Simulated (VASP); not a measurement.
Input of a VASP 6.6.1 run:

INCAR

```
  ALGO = Normal
  EDIFF = 1E-6
  ENCUT = 500
  GGA = PE
  GGA_COMPAT = F
  ISIF = 2
  ISMEAR = 0
  LASPH = T
  LCHARG = T
  LELF = T
  LREAL = F
  LVHAR = T
  LWAVE = F
  NBANDS = 42
  NELM = 120
  PREC = Accurate
  SIGMA = 0.2
```

The input KPOINTS:

```
k-points
0
Gamma
  3 3 3
```

File POSCAR:

```
NbTe2Mo3
1.0
    4.0149412090     -4.9026263509      0.0000000000
    4.0149412090      4.9026263509      0.0000000000
    0.0000000000      0.0000000000      4.0130382451
Nb Te Mo
1 2 3
Direct
    0.5000000000      0.5000000000      0.0000000000
    0.7228913571      0.2771086429      0.5000000000
    0.2771086429      0.7228913571      0.5000000000
    0.7075410689      0.7075410689      0.5000000000
    0.2924589311      0.2924589311      0.5000000000
    0.0000000000      0.0000000000      0.5000000000
```

Potentials or basis: VASP PAW PBE potentials, release 64 (Nb_sv, Te, Mo_sv).

Run with:

```bash
$ cat potpaw_PBE.64/Nb_sv/POTCAR potpaw_PBE.64/Te/POTCAR potpaw_PBE.64/Mo_sv/POTCAR > POTCAR
$ mpirun -np 1 vasp_std > vasp.out
```

Q: What does it give for the band gap on the k mesh?

A: Zero (an odd number of electrons rules out a gap without spin polarisation).

Q: Predict the pressure.

A: -0.1 GPa.

Q: Estimate the largest force.

A: 0.095 eV/Å.

Stress tensor (GPa, compression positive):
```
 0.18  0.00  0.00
 0.00 -0.36  0.00
 0.00  0.00 -0.23
```

Caveat: the k points lie up to 0.52 Å⁻¹ apart, too coarse for converged energies and pressures of a metal; spin-orbit coupling is left out, which moves the levels of the heavy elements.
